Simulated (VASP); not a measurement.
Here is a VASP 6.6.1 calculation.

File INCAR:

```
SYSTEM = Ge
PREC     = Accurate       ! precision mode
ENCUT    = 600            ! plane-wave cutoff, eV
EDIFF    = 1E-7           ! SCF threshold, eV
ISMEAR   = 1              ! smearing method
SIGMA    = 0.05           ! smearing width, eV
LREAL    = .FALSE.        ! projectors in reciprocal space
LASPH    = .TRUE.         ! aspherical terms in the spheres
NELM     = 100            ! most SCF steps
ALGO     = Normal         ! electronic algorithm
ISIF     = 3              ! what is computed and relaxed
LWAVE    = .FALSE.        ! write WAVECAR
LCHARG   = .FALSE.        ! write CHGCAR
GGA      = PS             ! functional
IBRION   = 2              ! ionic algorithm
NSW      = 80             ! ionic steps
EDIFFG   = -0.03          ! ionic threshold
```

The input KPOINTS:

```
regular mesh
0
G
  17 17 9
  0 0 0
```

The input POSCAR:

```
Ge
1.0
    2.9100000000      0.0000000000      0.0000000000
   -1.4550000000      2.5201339250      0.0000000000
    0.0000000000      0.0000000000      4.7520300000
Ge
2
Direct
    0.3333333333      0.6666666667      0.2500000000
    0.6666666667      0.3333333333      0.7500000000
```

Potentials or basis: VASP PAW PBE potentials, release 64 (Ge_d).

Run with:

```bash
$ cat potpaw_PBE.64/Ge_d/POTCAR > POTCAR
$ mpirun -np 1 vasp_std > vasp.out
```

(1) Estimate the band gap on the k mesh.

(2) Predict the space group after relaxing (to 0.1 Å).

(3) Predict the relaxed volume.

(4) Predict the relaxed cell.

Answers

(1) zero (bands 14 and 15 overlap by 9.98 eV).

(2) P6_3/mmc (No. 194).

(3) 18.32 Å³/atom.

(4) a = 2.955 Å, b = 2.955 Å, c = 4.847 Å, α = 90.00°, β = 90.00°, γ = 120.00°.

Caveat: the PAW data sets were made with another functional, which shifts forces and pressure a little.
